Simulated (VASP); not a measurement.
# LiSe4 (Cmmm) in VASP: single point with PBE

Aim: the single point of LiSe4 with PBE.

Program: VASP 6.6.1. These are calculated values, not measurements. Logs are shortened: lines on timing, memory, paths and dates and some standing lists are left out, and cuts for length are marked.

## (1) The cell of the first run

The structure is orthorhombic, space group Cmmm (No. 65). The conventional cell has a = 7.529 Å, b = 10.019 Å, c = 4.350 Å, α = 90.00°, β = 90.00°, γ = 90.00°. Within 3.3 Å of Li (site symmetry mmm) lie 4 Se at 2.47 Å. Within 2.9 Å of Se (site symmetry m2m) lie 1 Se at 2.21 Å. Se (site symmetry 2mm) has 1 Se at 2.35 Å and 2 Li at 2.47 Å within 3.1 Å.

## (2) Single point, PBE

The input, POSCAR:

```
LiSe4
1.0
    3.7642700741     -5.0096405088      0.0000000000
    3.7642700741      5.0096405088      0.0000000000
    0.0000000000      0.0000000000      4.3495387878
Li Se
1 4
Direct
    0.0000000000      0.0000000000      0.0000000000
    0.6101740447      0.3898259553      0.0000000000
    0.3898259553      0.6101740447      0.0000000000
    0.8441983585      0.8441983585      0.5000000000
    0.1558016415      0.1558016415      0.5000000000
```

The input, INCAR.step1:

```
PREC = Accurate
ENCUT = 520
EDIFF = 1E-7
ISMEAR = 0
SIGMA = 0.1
LREAL = False
LASPH = True
NELM = 60
ALGO = Normal
ISIF = 2
LWAVE = False
LCHARG = True
GGA = PE
NBANDS = 22
```

The input, KPOINTS.step1:

```
Automatic mesh
0
Gamma
  6 6 10
```

The input, INCAR.step2:

```
PREC = Accurate
ENCUT = 520
EDIFF = 1E-7
ISMEAR = -5
SIGMA = 0.1
LREAL = False
LASPH = True
NELM = 60
ALGO = Normal
ISIF = 2
LWAVE = False
LCHARG = False
GGA = PE
LORBIT = 11
NBANDS = 22
NEDOS = 1001
ICHARG = 11
```

The input, KPOINTS.step2:

```
Automatic mesh
0
Gamma
  9 9 15
```

Potentials or basis: VASP PAW PBE potentials, release 64 (Li_sv, Se).

The run is started by

```
$ cat potpaw_PBE.64/Li_sv/POTCAR potpaw_PBE.64/Se/POTCAR > POTCAR
$ cp INCAR.step1 INCAR
$ cp KPOINTS.step1 KPOINTS
$ mpirun -np 1 vasp_std > vasp.out
$ cp INCAR.step2 INCAR
$ cp KPOINTS.step2 KPOINTS
$ mpirun -np 1 vasp_std > vasp.out
```

OUTCAR:

```text
PREC = Accurate
   ENCUT = 520
   EDIFF = 1E-7
   ISMEAR = -5
   LREAL = False
   LASPH = True
   NELM = 60
   ISIF = 2
   GGA = PE
   LORBIT = 11
   ICHARG = 11

 ion  position               nearest neighbor table
   1  0.000  0.000  0.000-   4 2.47   5 2.47   4 2.47   5 2.47
   2  0.610  0.390  0.000-   3 2.21
   3  0.390  0.610  0.000-   2 2.21
   4  0.844  0.844  0.500-   5 2.35   1 2.47   1 2.47
   5  0.156  0.156  0.500-   4 2.35   1 2.47   1 2.47

  LATTYP: Found a base centered orthorhombic cell.
 ALAT       =     7.5285401482
 B/A-ratio  =     1.3308398203
 C/A-ratio  =     0.5777400003

  Lattice vectors:

 A1 = (   3.7642700741,  -5.0096405088,   0.0000000000)
 A2 = (   3.7642700741,   5.0096405088,   0.0000000000)
 A3 = (   0.0000000000,   0.0000000000,   4.3495387878)

Analysis of symmetry for initial positions (statically):
=====================================================================
 Subroutine PRICEL returns:
 Original cell was already a primitive cell.

 Routine SETGRP: Setting up the symmetry group for a
 base centered orthorhombic supercell.

 Subroutine GETGRP returns: Found  8 space group operations
 (whereof  8 operations were pure point group operations)
 out of a pool of  8 trial point group operations.

The static configuration has the point symmetry D_2h.

Analysis of symmetry for dynamics (positions and initial velocities):
=====================================================================
 Subroutine PRICEL returns:
 Original cell was already a primitive cell.

 Routine SETGRP: Setting up the symmetry group for a
 base centered orthorhombic supercell.

 Subroutine GETGRP returns: Found  8 space group operations
 (whereof  8 operations were pure point group operations)
 out of a pool of  8 trial point group operations.

The dynamic configuration has the point symmetry D_2h.

 Subroutine INISYM returns: Found  8 space group operations
 (whereof  8 operations are pure point group operations),
 and found     1 'primitive' translations

----------------------------------------------------------------------------------------

                                     Primitive cell

  volume of cell :     164.0441

  direct lattice vectors                    reciprocal lattice vectors
     3.764270074 -5.009640509  0.000000000     0.132827876 -0.099807561  0.000000000
     3.764270074  5.009640509  0.000000000     0.132827876  0.099807561  0.000000000
     0.000000000  0.000000000  4.349538788     0.000000000  0.000000000  0.229909434

  length of vectors
     6.266276982  6.266276982  4.349538788     0.166146905  0.166146905  0.229909434

  position of ions in fractional coordinates (direct lattice)
     0.000000000  0.000000000  0.000000000
     0.610174045  0.389825955  0.000000000
     0.389825955  0.610174045  0.000000000
     0.844198359  0.844198359  0.500000000
     0.155801641  0.155801641  0.500000000

  ion indices of the primitive-cell ions
   primitive index   ion index
                 1           1
                 2           2
                 3           3
                 4           4
                 5           5

----------------------------------------------------------------------------------------

 KPOINTS: Automatic mesh

Automatic generation of k-mesh.
 Grid dimensions read from file:
 generate k-points for:    9    9   15

 Generating k-lattice:

  Cartesian coordinates                     Fractional coordinates (reciprocal lattice)
     0.014758653 -0.011089729  0.000000000     0.111111111  0.000000000  0.000000000
     0.014758653  0.011089729  0.000000000     0.000000000  0.111111111  0.000000000
     0.000000000  0.000000000  0.015327296     0.000000000  0.000000000  0.066666667

  Length of vectors
     0.018460767  0.018460767  0.015327296

  Shift w.r.t. Gamma in fractional coordinates (k-lattice)
     0.000000000  0.000000000  0.000000000

 TETIRR: Found   1826 inequivalent tetrahedra from     7290

 Subroutine IBZKPT returns following result:
 ===========================================

 Found    200 irreducible k-points:

 Following reciprocal coordinates:
            Coordinates               Weight
  0.000000  0.000000  0.000000      1.000000
  0.111111  0.000000  0.000000      4.000000
  0.222222  0.000000  0.000000      4.000000
  0.333333  0.000000  0.000000      4.000000
  0.444444  0.000000  0.000000      4.000000
  0.111111  0.111111  0.000000      2.000000
[... 16 lines left out ...]
 -0.333333  0.333333  0.000000      2.000000
  0.444444  0.444444  0.000000      2.000000
 [... further k-points ...]
   k-points           NKPTS =    200   k-points in BZ     NKDIM =    200   number of bands    NBANDS=     22
   number of dos      NEDOS =   1001   number of ions     NIONS =      5
   total plane-waves  NPLWV =  73728
   dimension x,y,z NGX =    48 NGY =   48 NGZ =   32
   dimension x,y,z NGXF=    96 NGYF=   96 NGZF=   64
   ions per type =               1   4
   NGX,Y,Z   is equivalent  to a cutoff of  12.73, 12.73, 12.23 a.u.
   NGXF,Y,Z  is equivalent  to a cutoff of  25.47, 25.47, 24.46 a.u.
 SYSTEM =  unknown system
   PREC   = accura    normal or accurate (medium, high low for compatibility)
   ISTART =      0    job   : 0-new  1-cont  2-samecut
   ICHARG =     11    charge: 1-file 2-atom 10-const
   ISPIN  =      1    spin polarized calculation?
   LNONCOLLINEAR =      F non collinear calculations
   LSORBIT =      F    spin-orbit coupling
   LASPH  =      T    aspherical Exc in radial PAW
   ENCUT  =  520.0 eV  38.22 Ry    6.18 a.u.  11.65 11.65  8.09*2*pi/ulx,y,z
   NELM   =     60;   NELMIN=  2; NELMDL=  0     # of ELM steps
   EDIFF  = 0.1E-06   stopping-criterion for ELM
   LREAL  =      F    real-space projection
   EDIFFG = 0.1E-05   stopping-criterion for IOM
   NSW    =      0    number of steps for IOM
   IBRION =     -1    ionic relax: 0-MD 1-quasi-New 2-CG
   NFREE  =      0    steps in history (QN), initial steepest desc. (CG)
   ISIF   =      2    stress and relaxation
   ISYM   =      2    0-nonsym 1-usesym 2-fastsym
   POTIM  = 0.5000    time-step for ionic-motion
   TEBEG  =    0.0;   TEEND  =   0.0 temperature during run
   PSTRESS=    0.0 pullay stress
   NELECT =      27.0000    total number of electrons
   NUPDOWN=      -1.0000    fix difference up-down
   EMIN   =  10.00;   EMAX   =-10.00  energy-range for DOS
   EFERMI =   0.00;   METHOD = LEGACY
   ISMEAR =    -5;   SIGMA  =   0.10  broadening in eV -4-tet -1-fermi 0-gaus
   EFERMI_NEDOS =   21; number of points for ismear=-14 and -15
   IALGO  =     38    algorithm
   IMIX   =      4    mixing-type and parameters
     AMIX     =   0.40;   BMIX     =  1.00
     AMIX_MAG =   1.60;   BMIX_MAG =  1.00
  volume/ion in A,a.u.               =      32.81       221.40
  Fermi-wavevector in a.u.,A,eV,Ry     =   0.897172  1.695410 10.951579  0.804918
  Thomas-Fermi vector in A             =   2.019723
   LORBIT       =     11    0 simple, 1 ext, 2 COOP (PROOUT), +10 PAW based schemes
   GGA     = PE    functional components
   LHFCALC =     F    Hartree Fock is set to
   AEXX    =    0.0000 exact exchange contribution
   IVDW    =     0    specifies the selected vdW correction
   LEPSILON=     F    determine dielectric tensor
   LRPA    =     F    only Hartree local field effects (RPA)
 non-spin polarized calculation
 Fermi weights with tetrahedron method with Bloechl corrections
  energy-cutoff  :      520.00
  volume of cell :      164.04
 maximum number of plane-waves:      4447

 number of electron      27.0000015 magnetization

 Free energy of the ion-electron system (eV)
  ---------------------------------------------------
  ext. energy  EPLUGINS =         0.00000000
  ---------------------------------------------------
  free energy    TOTEN  =       -15.81320772 eV

  energy without entropy =      -15.81320772  energy(sigma->0) =      -15.81320772

 E-fermi :   0.3974     XC(G=0):  -7.4095

 val. band max:        0.4063169006   @ k =  -0.4444   0.3333   0.4667
 cond. band min:       0.3848470315   @ k =   0.0000   0.0000   0.4000
 fundamental gap:     -0.0214698692
 Fermi energy:         0.3973910856

 k-point     1 :       0.0000    0.0000    0.0000
  band No.  band energies     occupation
      1     -45.1761      2.00000
      2     -14.2601      2.00000
      3     -13.4034      2.00000
      4     -10.5540      2.00000
      5     -10.3659      2.00000
      6      -3.6921      2.00000
[... 14 lines left out ...]
     21       7.1664      0.00000
     22       7.6638      0.00000

 k-point     2 :       0.1111    0.0000    0.0000
  band No.  band energies     occupation
      1     -45.1761      2.00000
      2     -14.2507      2.00000
      3     -13.4181      2.00000
      4     -10.5424      2.00000
      5     -10.3701      2.00000
      6      -3.6890      2.00000
[... 14 lines left out ...]
     21       7.1808      0.00000
     22       7.6706      0.00000

 k-point     3 :       0.2222    0.0000    0.0000
  band No.  band energies     occupation
      1     -45.1761      2.00000
      2     -14.2254      2.00000
      3     -13.4564      2.00000
      4     -10.5130      2.00000
      5     -10.3806      2.00000
      6      -3.6951      2.00000
[... 14 lines left out ...]
     21       7.2176      0.00000
     22       7.6164      0.00000
[... 476 lines left out ...]
 k-point    23 :      -0.3333    0.3333    0.0000
  band No.  band energies     occupation
      1     -45.1761      2.00000
      2     -14.2261      2.00000
      3     -13.4244      2.00000
      4     -10.5706      2.00000
      5     -10.4215      2.00000
      6      -3.5984      2.00000
[... 14 lines left out ...]
     21       6.8660      0.00000
     22       7.3338      0.00000

 k-point    24 :       0.4444    0.4444    0.0000
  band No.  band energies     occupation
      1     -45.1761      2.00000
      2     -14.2085      2.00000
      3     -13.4438      2.00000
      4     -10.5624      2.00000
      5     -10.4398      2.00000
      6      -3.5141      2.00000
[... 14 lines left out ...]
     21       7.1714      0.00000
     22       7.2698      0.00000

 [... further k-points ...]

------------------------ aborting loop because EDIFF is reached ----------------------------------------

  FORCE on cell =-STRESS in cart. coord.  units (eV):
  Direction    XX          YY          ZZ          XY          YZ          ZX
  --------------------------------------------------------------------------------------
  -------------------------------------------------------------------------------------
  Total        0.0043273      0.1544664     -0.0951586     -0.0000000      0.0000000      0.0000000
  in kB        0.0422635      1.5086350     -0.9293906     -0.0000000      0.0000000      0.0000000
  external PRESSURE =       0.2071693 kB  Pullay stress =       0.0000000 kB

 VOLUME and BASIS-vectors are now :
 -----------------------------------------------------------------------------
  energy-cutoff  :      520.00
  volume of cell :      164.04
      direct lattice vectors                 reciprocal lattice vectors
     3.764270074 -5.009640509  0.000000000     0.132827876 -0.099807561  0.000000000
     3.764270074  5.009640509  0.000000000     0.132827876  0.099807561  0.000000000
     0.000000000  0.000000000  4.349538788     0.000000000  0.000000000  0.229909434

 POSITION                                       TOTAL-FORCE (eV/Angst)
 -----------------------------------------------------------------------------------
      0.00000      0.00000      0.00000         0.000000      0.000000      0.000000
      3.76427     -1.10386      0.00000         0.000000     -0.017392      0.000000
      3.76427      1.10386      0.00000         0.000000      0.017392      0.000000
      6.35558      0.00000      2.17477        -0.051732      0.000000      0.000000
      1.17296      0.00000      2.17477         0.051732      0.000000     -0.000000
 -----------------------------------------------------------------------------------
    total drift:                               -0.000000      0.000000     -0.000000

  FREE ENERGIE OF THE ION-ELECTRON SYSTEM (eV)
  ---------------------------------------------------
  free  energy   TOTEN  =       -15.8132077190 eV

  energy  without entropy=      -15.8132077190  energy(sigma->0) =      -15.81320772

 total charge

# of ion       s       p       d       tot
------------------------------------------
    1        2.020   0.061   0.000   2.080
    2        1.497   2.180   0.043   3.719
    3        1.497   2.180   0.043   3.719
    4        1.494   2.237   0.037   3.768
    5        1.494   2.237   0.037   3.768
--------------------------------------------------
tot          8.002   8.894   0.158  17.055
```

It took 6.9 min on 1 thread of AMD EPYC 9R45 (Zen 5), shared host; peak memory 0.63 GiB.

What came out:

- Valence electrons inside the program's atomic spheres: Li 2.08; Se 3.72, 3.77 (each value once)

Levels at points of the mesh, in eV from the Fermi level:
```csv
k point,band 11,band 12,band 13,band 14,band 15,band 16,band 17,band 18
"(0.00, 0.00, 0.00)",-1.94,-1.54,-0.15,0.34,0.91,2.95,3.22,4.03
```

Caveat: the cutoff is under 1.25 times the usual one of these potentials, so pressure, stress and relaxed cells hold a basis-set (Pulay) error.
